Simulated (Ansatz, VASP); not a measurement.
Two plane-wave programs on CdTe

File POSCAR:

```
CdTe
1.0
    0.0000000000      3.2049986979      3.2049986979
    3.2049986979      0.0000000000      3.2049986979
    3.2049986979      3.2049986979      0.0000000000
Cd Te
1 1
Direct
    0.0000000000      0.0000000000      0.0000000000
    0.2500000000      0.2500000000      0.2500000000
```

Contents of INCAR.step1:

```
ALGO = Normal ; EDIFF = 1E-5
ENCUT = 520 ; GGA = PE
ISIF = 2 ; ISMEAR = 0
LASPH = True ; LREAL = False
LWAVE = True ; NBANDS = 16
NELM = 100 ; PREC = Accurate
SIGMA = 0.05
```

Contents of INCAR.step2:

```
AEXX = 0.5 ; ALGO = Normal
EDIFF = 1E-6 ; ENCUT = 520
GGA = PE ; ISIF = 2
ISMEAR = 0 ; ISTART = 1
LASPH = True ; LCHARG = True
LELF = True ; LHFCALC = True
LREAL = False ; LVHAR = True
LWAVE = False ; NBANDS = 16
NELM = 100 ; PREC = Accurate
PRECFOCK = Normal ; SIGMA = 0.05
```

File KPOINTS:

```
k-points
0
Gamma
  4 4 4
```

Input for Ansatz:

```yaml
crystal:
  lattice:
    - [0.0, 3.2049986979, 3.2049986979]
    - [3.2049986979, 0.0, 3.2049986979]
    - [3.2049986979, 3.2049986979, 0.0]
  atoms:
    - { symbol: Cd, position: [0.0, 0.0, 0.0] }
    - { symbol: Te, position: [0.25, 0.25, 0.25] }
basis:
  ecutwfc: 420
  ecutrho_ratio: 4
kpoints:
  mp_grid: { grid: [4, 4, 4] }
hamiltonian:
  xc: { exchange: pbe, correlation: pbe, exx: { coeff: 0.5 } }
scf:
  occupations: { method: gaussian, width: 0.05 }
  n_extra_bands: 9
output:
  forces: true
  stress: true
  eigenvalues: true
  populations: true
  dos: { projected: true, de: 0.02 }
```

Alike in both runs: task single point; functional PBE-based global hybrid; k mesh 4 × 4 × 4; occupations gaussian, width 0.05 eV; no spin polarisation.

|  | VASP | Ansatz |
| --- | --- | --- |
| version | VASP 6.6.1 | Ansatz 0.2.0 |
| potentials or method | VASP PAW PBE potentials, release 64 (Cd, Te), cutoff 520 eV | scalar-relativistic, plane waves, PAW |
| valence electrons in the cell | 18 | 36 |

```tsv
	VASP	Ansatz	Ansatz less VASP
gap on the k mesh at the Fermi level (eV)	3.94	4.08	+0.145
least direct gap on the mesh (eV)	3.94	4.08	+0.145
pressure (GPa)	2.1	2.6	+0.51
```

VASP's potentials were made for PBE, not for PBE-based global hybrid. VASP's potentials hold 18 valence electrons a cell and Ansatz's 36, so a difference there can come from the potentials and not from the codes. Ansatz's warnings: stress exchange threshold loose, stress scf threshold loose.

The k mesh is coarse, so the values compare programs but aren't converged. Neither program's run includes spin-orbit coupling.
